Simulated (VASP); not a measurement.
Write the native input for VASP 6.6.1 that does the following.

```
Task                   : single point
Functional             : r2SCAN
Potentials or basis    : VASP PAW PBE potentials, release 64 (Li_sv, Nb_sv, O)
Cutoff                 : 520 eV
k mesh                 : 6 × 6 × 6
Occupations            : fermi-dirac, width 0.02 eV
Spin                   : no spin polarisation
Dipole correction      : no
Further INCAR settings : ALGO = Normal; EDIFF = 1e-06; NBANDS = 45
```

LiNbO3:

```
Li Nb O
1.0
     2.56870    1.48304    4.62823
    -2.56870    1.48304    4.62823
     0.00000   -2.96608    4.62823
Li Nb O
2 2 6
Cartesian
  0.0000 0.0000 10.8602
  0.0000 0.0000 3.9178
  0.0000 0.0000 6.9448
  0.0000 2.9661 9.2589
  0.9975 -1.3294 7.8201
  0.6525 1.5286 7.8201
  -0.6525 -1.4375 5.5060
  -1.6501 -0.1992 7.8201
  1.5712 0.1536 5.5060
  -0.9186 1.2839 5.5060
```

These files were run (other wordings do the same):

POSCAR

```
LiNbO3
1.0
    2.5687004030      1.4830398691      4.6282271846
   -2.5687004030      1.4830398691      4.6282271846
    0.0000000000     -2.9660797383      4.6282271845
Li Nb O
2 2 6
Direct
    0.7821703289      0.7821703289      0.7821703289
    0.2821703289      0.2821703289      0.2821703289
    0.5001763114      0.5001763114      0.5001763114
    1.0001763114      1.0001763114      0.0001763114
    0.6079877643      0.2196418015      0.8620237939
    0.8620237939      0.6079877643      0.2196418015
    0.1079877643      0.3620237939      0.7196418015
    0.2196418015      0.8620237939      0.6079877643
    0.7196418015      0.1079877643      0.3620237939
    0.3620237939      0.7196418015      0.1079877643
```

INCAR.step1

```
ALGO     = Normal         # electronic algorithm
EDIFF    = 1E-4           # SCF threshold, eV
ENCUT    = 520            # plane-wave cutoff, eV
GGA      = PE             # functional
ISMEAR   = -1             # smearing method
LASPH    = T              # aspherical terms in the spheres
LCHARG   = F              # write CHGCAR
LREAL    = F              # projectors in reciprocal space
LWAVE    = T              # write WAVECAR
NBANDS   = 45             # bands
NELM     = 80             # most SCF steps
PREC     = Accurate       # precision mode
SIGMA    = 0.02           # smearing width, eV
```

INCAR.step2

```
ALGO     = Normal         # electronic algorithm
EDIFF    = 1E-6           # SCF threshold, eV
ENCUT    = 520            # plane-wave cutoff, eV
ISIF     = 2              # what is computed and relaxed
ISMEAR   = -1             # smearing method
ISTART   = 1            
LASPH    = T              # aspherical terms in the spheres
LCHARG   = F              # write CHGCAR
LMIXTAU  = T            
LREAL    = F              # projectors in reciprocal space
LWAVE    = F              # write WAVECAR
METAGGA  = R2SCAN         # meta-GGA
NBANDS   = 45             # bands
NELM     = 80             # most SCF steps
PREC     = Accurate       # precision mode
SIGMA    = 0.02           # smearing width, eV
```

KPOINTS

```
k-points
0
Gamma
  6 6 6
```

Potentials or basis: VASP PAW PBE potentials, release 64 (Li_sv, Nb_sv, O).

Command:

```console
$ cat potpaw_PBE.64/Li_sv/POTCAR potpaw_PBE.64/Nb_sv/POTCAR potpaw_PBE.64/O/POTCAR > POTCAR
$ cp INCAR.step1 INCAR
$ mpirun -np 1 vasp_std > vasp.out
$ cp INCAR.step2 INCAR
$ mpirun -np 1 vasp_std > vasp.out
```

It gave:

| Item | Value |
| --- | --- |
| Largest force | 0.024 eV/Å |
| Band gap on the k mesh | 4.03 eV (least direct gap 4.06 eV) |

Caveat: the PAW data sets were made with another functional, which shifts forces and pressure a little.

Run time: 21 min on 1 thread of AMD EPYC 7R13 (shared host), peak memory 0.36 GiB.
